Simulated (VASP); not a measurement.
Write the native input for VASP 6.6.1 that does the following.

| Property | Result |
| --- | --- |
| Task | single point |
| Functional | PBE |
| Potentials or basis | VASP PAW PBE potentials, release 64 (Br, Pb_d, Cs_sv) |
| Cutoff | 520 eV |
| k mesh | 5 × 5 × 5 |
| Occupations | fermi-dirac, width 0.1 eV |
| Spin | no spin polarisation |
| Dipole correction | no |
| Further INCAR settings | ALGO = Normal; EDIFF = 1e-06; NBANDS = 30 |

The structure of CsPbBr3 lies in POSCAR:

```
CsPbBr3
1.0
    5.8254600000      0.0000000000      0.0000000000
    0.0000000000      5.8254600000      0.0000000000
    0.0000000000      0.0000000000      5.8254600000
Br Pb Cs
3 1 1
Direct
    0.0000000000      0.5000000000      0.5000000000
    0.5000000000      0.0000000000      0.5000000000
    0.5000000000      0.5000000000      0.0000000000
    0.5000000000      0.5000000000      0.5000000000
    0.0000000000      0.0000000000      0.0000000000
```

One way to write it, as run:

INCAR

```
PREC = Accurate
ENCUT = 520
EDIFF = 1E-6
ISMEAR = -1
SIGMA = 0.1
LREAL = False
LASPH = True
NELM = 60
ALGO = Normal
ISIF = 2
LWAVE = False
LCHARG = False
GGA = PE
NBANDS = 30
```

KPOINTS

```
Automatic mesh
0
Gamma
  5 5 5
```

Potentials or basis: VASP PAW PBE potentials, release 64 (Br, Pb_d, Cs_sv).

The run is started by

```sh
$ cat potpaw_PBE.64/Br/POTCAR potpaw_PBE.64/Pb_d/POTCAR potpaw_PBE.64/Cs_sv/POTCAR > POTCAR
$ mpirun -np 1 vasp_std > vasp.out
```

Results of the run:

The pressure is 2.0 GPa and the band gap on the k mesh is 2.61 eV.

Caveat: spin-orbit coupling is left out, which moves the levels of the heavy elements; an odd mesh through Γ misses points on the zone boundary, where band edges can lie.

It took 2.2 min on 1 thread of Intel Xeon 8259CL, on a shared host, peak memory 0.35 GiB.
